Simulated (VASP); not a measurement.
# In7GaAsP7 (P1) in VASP: single point with PBEsol

Aim: the single point of In7GaAsP7 with PBEsol.

Everything below comes from runs of VASP 6.6.1. Logs are shortened: lines on timing, memory, paths and dates and some standing lists are left out, and cuts for length are marked.

## (1) The cell of the first run

The typed cell holds 64 atoms: a = 11.695 Å, b = 11.695 Å, c = 11.695 Å, α = 90.00°, β = 90.00°, γ = 90.00°.

## (2) Single point, PBEsol

Input file INCAR:

```
ALGO = Normal ; EDIFF = 1E-6
ENCUT = 500 ; GGA = PS
GGA_COMPAT = False ; ISIF = 2
ISMEAR = -1 ; ISYM = -1
LASPH = True ; LCHARG = True
LELF = True ; LREAL = Auto
LVHAR = True ; LWAVE = False
NBANDS = 326 ; NELM = 120
PREC = Accurate ; SIGMA = 0.05
```

Input file KPOINTS:

```
explicit points
1
Reciprocal
  0.25000000   0.25000000   0.25000000 1
```

Input file POSCAR:

```
In7GaAsP7
1.0
   11.6950606769      0.0000000000      0.0000000000
    0.0000000000     11.6950606769      0.0000000000
    0.0000000000      0.0000000000     11.6950606769
In Ga P As
28 4 28 4
Direct
    0.0027710000      0.0055690000      0.9987250000
    0.0020420000      0.0047720000      0.4986740000
    0.0001980000      0.4973390000      0.0026080000
    0.0022590000      0.4951040000      0.4988060000
    0.5028750000      0.0007500000      0.9942700000
    0.4968760000      0.4997830000      0.9932020000
    0.4970530000      0.4993800000      0.5026870000
    0.2477750000      0.2505850000      0.0024850000
    0.2494660000      0.7471540000      0.9936480000
    0.2542240000      0.7524080000      0.5033070000
    0.7532930000      0.2506540000      0.0015960000
    0.7498660000      0.2476740000      0.4986780000
    0.7473070000      0.7497460000      0.9913750000
    0.7467360000      0.7522030000      0.5033210000
    0.2439840000      0.0053950000      0.2547060000
    0.2551040000      0.0008590000      0.7454260000
    0.2482750000      0.4948040000      0.2522940000
    0.2515560000      0.4998660000      0.7466700000
    0.7470340000      0.0060070000      0.2554840000
    0.7466250000      0.9986470000      0.7468120000
    0.7565590000      0.4947150000      0.2540750000
    0.7471570000      0.5017120000      0.7494910000
    0.0015830000      0.2510730000      0.7475130000
    0.0025160000      0.7464870000      0.2530120000
    0.0004750000      0.7504780000      0.7488280000
    0.4999160000      0.2512340000      0.2513520000
    0.4969150000      0.2479290000      0.7439880000
    0.5001350000      0.7527410000      0.2585250000
    0.5009630000      0.9966090000      0.5067580000
    0.2461620000      0.2495830000      0.5006120000
    0.0020940000      0.2496360000      0.2523910000
    0.4994780000      0.7513050000      0.7460090000
    0.1180500000      0.1334710000      0.1322860000
    0.1318330000      0.1310530000      0.6196150000
    0.1268800000      0.6226160000      0.1246690000
    0.1253010000      0.6248310000      0.6230850000
    0.6240350000      0.1260920000      0.1236240000
    0.6191700000      0.1183690000      0.6174680000
    0.6167290000      0.6305190000      0.6307980000
    0.3750660000      0.3754560000      0.1236310000
    0.3655950000      0.3677820000      0.6166460000
    0.3881670000      0.8744560000      0.6260520000
    0.8842650000      0.3668700000      0.1332390000
    0.8722130000      0.3748370000      0.6246320000
    0.8766110000      0.8774630000      0.6234190000
    0.3736490000      0.1268550000      0.8749710000
    0.3725240000      0.6229800000      0.3763530000
    0.3807900000      0.6313870000      0.8629840000
    0.8821610000      0.1328690000      0.3694550000
    0.8737180000      0.1249630000      0.8709490000
    0.8746940000      0.6246810000      0.3792550000
    0.8765860000      0.6225920000      0.8738120000
    0.1247810000      0.3605140000      0.3750010000
    0.1260100000      0.3760620000      0.8741730000
    0.1250150000      0.8738900000      0.3780050000
    0.1260370000      0.8779890000      0.8715240000
    0.6248090000      0.3757390000      0.3774550000
    0.6241630000      0.3716290000      0.8722120000
    0.6193890000      0.8842170000      0.3847920000
    0.6171620000      0.8683190000      0.8638060000
    0.6256160000      0.6228120000      0.1267500000
    0.3725420000      0.8773370000      0.1252570000
    0.8729620000      0.8755990000      0.1249960000
    0.3759100000      0.1244140000      0.3907320000
```

Potentials or basis: VASP PAW PBE potentials, release 64 (In_d, Ga_d, P, As).

On the command line:

```bash
> cat potpaw_PBE.64/In_d/POTCAR potpaw_PBE.64/Ga_d/POTCAR potpaw_PBE.64/P/POTCAR potpaw_PBE.64/As/POTCAR > POTCAR
> mpirun -np 1 vasp_std > vasp.out
```

OUTCAR:

```text
EDIFF = 1E-6
   ENCUT = 500
   GGA = PS
   ISIF = 2
   ISMEAR = -1
   ISYM = -1
   LASPH = True
   LREAL = Auto
   NELM = 120
   PREC = Accurate

 ion  position               nearest neighbor table
   1  0.003  0.006  0.999-  50 2.54  33 2.55  56 2.55  63 2.61
   2  0.002  0.005  0.499-  55 2.53  34 2.55  49 2.55  45 2.55  15 4.02
   3  0.000  0.497  0.003-  35 2.53  54 2.54  43 2.55  52 2.55
   4  0.002  0.495  0.499-  44 2.54  51 2.54  36 2.55  53 2.57
   5  0.503  0.001  0.994-  46 2.53  37 2.54  60 2.55  62 2.60
   6  0.497  0.500  0.993-  58 2.54  40 2.54  48 2.56  61 2.60
   7  0.497  0.499  0.503-  47 2.53  57 2.54  41 2.55  39 2.56
   8  0.248  0.251  0.002-  40 2.52  54 2.54  33 2.55  46 2.55
   9  0.249  0.747  0.994-  56 2.54  35 2.55  48 2.55  62 2.60
  10  0.254  0.752  0.503-  47 2.53  55 2.54  36 2.54  42 2.56
  11  0.753  0.251  0.002-  37 2.54  50 2.55  43 2.56  58 2.56
  12  0.750  0.248  0.499-  57 2.53  44 2.54  49 2.55  38 2.56  19 4.01
  13  0.747  0.750  0.991-  52 2.53  60 2.54  61 2.60  63 2.60
  14  0.747  0.752  0.503-  45 2.53  59 2.55  39 2.56  51 2.56
  15  0.244  0.005  0.255-  55 2.53  33 2.54  62 2.61  64 2.62   2 4.02
  16  0.255  0.001  0.745-  46 2.53  56 2.55  42 2.56  34 2.56
  17  0.248  0.495  0.252-  40 2.53  47 2.54  35 2.55  53 2.57
  18  0.252  0.500  0.747-  36 2.53  54 2.54  41 2.55  48 2.55
  19  0.747  0.006  0.255-  37 2.53  49 2.54  59 2.56  63 2.61  12 4.01
  20  0.747  0.999  0.747-  45 2.53  38 2.54  60 2.55  50 2.55
  21  0.757  0.495  0.254-  51 2.52  57 2.53  43 2.54  61 2.61
  22  0.747  0.502  0.749-  52 2.53  58 2.54  44 2.54  39 2.55
  23  0.002  0.251  0.748-  54 2.54  44 2.54  50 2.55  34 2.55
  24  0.003  0.746  0.253-  55 2.53  51 2.54  35 2.54  63 2.61
  25  0.000  0.750  0.749-  56 2.54  36 2.54  45 2.54  52 2.54
[... 37 lines left out ...]
  63  0.873  0.876  0.125-  13 2.60   1 2.61  24 2.61  19 2.61
  64  0.376  0.124  0.391-  30 2.47  29 2.49  15 2.62  26 2.64

IMPORTANT INFORMATION: All symmetrisations will be switched off!
NOSYMM: (Re-)initialisation of all symmetry stuff for point group C_1.

----------------------------------------------------------------------------------------

                                     Primitive cell

  volume of cell :    1599.5854

  direct lattice vectors                    reciprocal lattice vectors
    11.695060677  0.000000000  0.000000000     0.085506183  0.000000000  0.000000000
     0.000000000 11.695060677  0.000000000     0.000000000  0.085506183  0.000000000
     0.000000000  0.000000000 11.695060677     0.000000000  0.000000000  0.085506183

  length of vectors
    11.695060677 11.695060677 11.695060677     0.085506183  0.085506183  0.085506183

  position of ions in fractional coordinates (direct lattice)
     0.002771000  0.005569000  0.998725000
     0.002042000  0.004772000  0.498674000
     0.000198000  0.497339000  0.002608000
     0.002259000  0.495104000  0.498806000
     0.502875000  0.000750000  0.994270000
     0.496876000  0.499783000  0.993202000
[... 56 lines left out ...]
     0.872962000  0.875599000  0.124996000
     0.375910000  0.124414000  0.390732000

  ion indices of the primitive-cell ions
   primitive index   ion index
                 1           1
                 2           2
                 3           3
                 4           4
                 5           5
                 6           6
[... 56 lines left out ...]
                63          63
                64          64

----------------------------------------------------------------------------------------

 KPOINTS: explicit points

Read explicit list of k-points.

 Found      1 k-points:

 Following reciprocal coordinates:
            Coordinates               Weight
  0.250000  0.250000  0.250000      1.000000
   k-points           NKPTS =      1   k-points in BZ     NKDIM =      1   number of bands    NBANDS=    326
   number of dos      NEDOS =    301   number of ions     NIONS =     64
   total plane-waves  NPLWV = 729000
   dimension x,y,z NGX =    90 NGY =   90 NGZ =   90
   dimension x,y,z NGXF=   180 NGYF=  180 NGZF=  180
   ions per type =              28   4  28   4
   NGX,Y,Z   is equivalent  to a cutoff of  12.79, 12.79, 12.79 a.u.
   NGXF,Y,Z  is equivalent  to a cutoff of  25.59, 25.59, 25.59 a.u.
 SYSTEM =  unknown system
   PREC   = accura    normal or accurate (medium, high low for compatibility)
   ISTART =      0    job   : 0-new  1-cont  2-samecut
   ICHARG =      2    charge: 1-file 2-atom 10-const
   ISPIN  =      1    spin polarized calculation?
   LNONCOLLINEAR =      F non collinear calculations
   LSORBIT =      F    spin-orbit coupling
   LASPH  =      T    aspherical Exc in radial PAW
   ENCUT  =  500.0 eV  36.75 Ry    6.06 a.u.  21.32 21.32 21.32*2*pi/ulx,y,z
   NELM   =    120;   NELMIN=  2; NELMDL= -5     # of ELM steps
   EDIFF  = 0.1E-05   stopping-criterion for ELM
   LREAL  =      T    real-space projection
   EDIFFG = 0.1E-04   stopping-criterion for IOM
   NSW    =      0    number of steps for IOM
   IBRION =     -1    ionic relax: 0-MD 1-quasi-New 2-CG
   NFREE  =      0    steps in history (QN), initial steepest desc. (CG)
   ISIF   =      2    stress and relaxation
   ISYM   =     -1    0-nonsym 1-usesym 2-fastsym
   POTIM  = 0.5000    time-step for ionic-motion
   TEBEG  =    0.0;   TEEND  =   0.0 temperature during run
   PSTRESS=    0.0 pullay stress
   NELECT =     576.0000    total number of electrons
   NUPDOWN=      -1.0000    fix difference up-down
   EMIN   =  10.00;   EMAX   =-10.00  energy-range for DOS
   EFERMI =   0.00;   METHOD = LEGACY
   ISMEAR =    -1;   SIGMA  =   0.05  broadening in eV -4-tet -1-fermi 0-gaus
   EFERMI_NEDOS =   21; number of points for ismear=-14 and -15
   IALGO  =     38    algorithm
   IMIX   =      4    mixing-type and parameters
     AMIX     =   0.40;   BMIX     =  1.00
     AMIX_MAG =   1.60;   BMIX_MAG =  1.00
  volume/ion in A,a.u.               =      24.99       168.66
  Fermi-wavevector in a.u.,A,eV,Ry     =   1.164698  2.200959 18.456582  1.356520
  Thomas-Fermi vector in A             =   2.301232
   LORBIT       =      0    0 simple, 1 ext, 2 COOP (PROOUT), +10 PAW based schemes
   GGA     = PS    functional components
   LHFCALC =     F    Hartree Fock is set to
   AEXX    =    0.0000 exact exchange contribution
   IVDW    =     0    specifies the selected vdW correction
   LEPSILON=     F    determine dielectric tensor
   LRPA    =     F    only Hartree local field effects (RPA)
 non-spin polarized calculation
  energy-cutoff  :      500.00
  volume of cell :     1599.59
 maximum number of plane-waves:     40588
 NGX is ok and might be reduce to    90
   NGX = 43   NGY = 43   NGZ = 43

 number of electron     576.0000009 magnetization

 Free energy of the ion-electron system (eV)
  ---------------------------------------------------
  ext. energy  EPLUGINS =         0.00000000
  ---------------------------------------------------
  free energy    TOTEN  =      -292.71391752 eV

  energy without entropy =     -292.71391650  energy(sigma->0) =     -292.71391701

 E-fermi :   5.4936     XC(G=0):  -9.4895

 val. band max:        4.7149858237   @ k =   0.2500   0.2500   0.2500
 cond. band min:       6.2439319907   @ k =   0.2500   0.2500   0.2500
 fundamental gap:      1.5289461670
 Fermi energy:         5.4935649695

 k-point     1 :       0.2500    0.2500    0.2500
  band No.  band energies     occupation
      1      -9.7349      2.00000
      2      -9.7298      2.00000
      3      -9.7257      2.00000
      4      -9.7231      2.00000
      5      -9.7211      2.00000
      6      -9.7198      2.00000
[... 292 lines left out ...]
    299       7.2360      0.00000
    300       7.2638      0.00000
 [bands above 300 left out]

------------------------ aborting loop because EDIFF is reached ----------------------------------------

  FORCE on cell =-STRESS in cart. coord.  units (eV):
  Direction    XX          YY          ZZ          XY          YZ          ZX
  --------------------------------------------------------------------------------------
  -------------------------------------------------------------------------------------
  Total        0.0476695      0.1129621      0.1671089     -4.4385461     -4.1385784     -4.3428950
  in kB        0.0477468      0.1131451      0.1673797     -4.4457382     -4.1452844     -4.3499321
  external PRESSURE =       0.1094239 kB  Pullay stress =       0.0000000 kB

 VOLUME and BASIS-vectors are now :
 -----------------------------------------------------------------------------
  energy-cutoff  :      500.00
  volume of cell :     1599.59
      direct lattice vectors                 reciprocal lattice vectors
    11.695060677  0.000000000  0.000000000     0.085506183  0.000000000  0.000000000
     0.000000000 11.695060677  0.000000000     0.000000000  0.085506183  0.000000000
     0.000000000  0.000000000 11.695060677     0.000000000  0.000000000  0.085506183

 POSITION                                       TOTAL-FORCE (eV/Angst)
 -----------------------------------------------------------------------------------
      0.03241      0.06513     11.68015        -0.000616      0.009288      0.001255
      0.02388      0.05581      5.83202        -0.004968     -0.002527      0.001064
      0.00232      5.81641      0.03050        -0.004576      0.002797     -0.003463
      0.02642      5.79027      5.83357        -0.011172      0.005689      0.000005
      5.88115      0.00877     11.62805         0.005534      0.007098     -0.006813
      5.81099      5.84499     11.61556         0.003044     -0.001432     -0.007123
[... 56 lines left out ...]
     10.20934     10.24018      1.46184         0.000932     -0.003471      0.000320
      4.39629      1.45503      4.56963         0.001678      0.002680     -0.010886
 -----------------------------------------------------------------------------------
    total drift:                               -0.015760      0.020913     -0.007765

  FREE ENERGIE OF THE ION-ELECTRON SYSTEM (eV)
  ---------------------------------------------------
  free  energy   TOTEN  =      -292.7139175228 eV

  energy  without entropy=     -292.7139165033  energy(sigma->0) =     -292.71391701
```

Wall time 23 min (1 thread of Intel Xeon 8259CL, shared host); peak memory 1.5 GiB.

What came out:

```
Free energy            : -292.7139 eV
Pressure               : 0.0 GPa
Largest force          : 0.028 eV/Å
Band gap on the k mesh : 1.53 eV
```

Forces on the atoms (eV/Å):
```
In  -0.001  0.009  0.001
In  -0.005 -0.003  0.001
In  -0.005  0.003 -0.003
In  -0.011  0.006  0.000
In   0.006  0.007 -0.007
In   0.003 -0.001 -0.007
In   0.007  0.003  0.003
In   0.002 -0.002  0.004
In   0.000 -0.013 -0.007
In  -0.003  0.002 -0.001
In   0.003  0.004  0.004
In  -0.002 -0.006  0.002
In  -0.003  0.003 -0.014
In  -0.002 -0.001  0.000
In  -0.003  0.003 -0.003
In   0.003 -0.007 -0.003
In   0.004  0.007 -0.002
In   0.010  0.002  0.005
In  -0.007  0.007  0.001
In  -0.005  0.005  0.004
In   0.005 -0.006  0.003
In  -0.003  0.003 -0.001
In  -0.003 -0.002  0.003
In   0.007 -0.004 -0.003
In  -0.004 -0.002 -0.009
In   0.005  0.013  0.002
In   0.008 -0.001  0.001
In   0.000 -0.001  0.006
Ga   0.020 -0.010  0.003
Ga   0.003  0.026  0.010
Ga  -0.007  0.003  0.000
Ga  -0.001 -0.003  0.015
P    0.012 -0.007 -0.006
P   -0.016 -0.004  0.011
P   -0.006  0.003  0.006
P   -0.004  0.002  0.001
P    0.004  0.000  0.005
P    0.004 -0.001 -0.002
P    0.008 -0.007 -0.010
P    0.000 -0.002  0.002
P   -0.010 -0.006 -0.010
P   -0.005 -0.005 -0.003
P    0.004 -0.004  0.005
P    0.000 -0.001  0.001
P    0.007  0.001  0.000
P   -0.011  0.002  0.007
P   -0.005 -0.001 -0.004
P    0.000  0.000 -0.006
P    0.001 -0.001  0.005
P    0.006 -0.003 -0.001
P    0.006 -0.004  0.007
P    0.004 -0.005  0.004
P    0.003 -0.013 -0.004
P   -0.003  0.001 -0.002
P    0.003 -0.004  0.002
P    0.004  0.008 -0.010
P   -0.010 -0.001  0.000
P   -0.001 -0.002 -0.005
P   -0.012  0.015  0.004
P    0.001 -0.005 -0.001
As  -0.001 -0.004  0.000
As  -0.004  0.004  0.003
As   0.001 -0.003  0.000
As   0.002  0.003 -0.011
```

Levels at points of the mesh, in eV from the valence-band top:
| k point | band 285 | band 286 | band 287 | band 288 | band 289 | band 290 | band 291 | band 292 |
| --- | --- | --- | --- | --- | --- | --- | --- | --- |
| (0.25, 0.25, 0.25) | -0.46 | -0.36 | -0.01 | 0.00 | 1.53 | 1.71 | 2.04 | 2.04 |

Caveat: the PAW data sets were made with another functional, which shifts forces and pressure a little; spin-orbit coupling is left out, which moves the levels of the heavy elements; a shifted mesh leaves out Γ, where band edges can lie.
